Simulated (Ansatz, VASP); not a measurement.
Two plane-wave programs on Sb

```
Sb
1.0
     2.11834    1.22302    3.85632
    -2.11834    1.22302    3.85632
     0.00000   -2.44605    3.85632
Sb
2
Direct
  0.23364 0.23364 0.23364
  0.76636 0.76636 0.76636
```

Change from the starting cell: strain -0.015 along x and y, +0.030 along z, atoms carried along.

Alike in both runs: task single point; functional PBEsol; k mesh 12 × 12 × 12; occupations gaussian, width 0.15 eV; no spin polarisation.

```csv
,VASP,Ansatz
version,VASP 6.6.1,Ansatz 0.2.0
potentials or method,"VASP PAW PBE potentials, release 64 (Sb), cutoff 520 eV","scalar-relativistic, plane waves, PAW"
valence electrons in the cell,10,30
```

```csv
,VASP,Ansatz,Ansatz less VASP
gap on the k mesh at the Fermi level (eV),none,none,-
pressure (GPa),0.9,0.7,-0.21
"traceless stress, the component that is largest in VASP (GPa)",-1.30,-1.26,+0.039
rms of the force components (eV/Å),0.110,0.073,-0.0371
```

VASP's potentials were made for PBE, not for PBEsol. Atom by atom the forces differ by 0.037 eV/Å (rms over components). A gap of «none» marks a metal or a gap that the smearing closes. With one functional, cell and mesh, what is left measures potentials, basis and numerics. VASP's potentials hold 10 valence electrons a cell and Ansatz's 30, so a difference there can come from the potentials and not from the codes.

Spin-orbit coupling is off throughout.
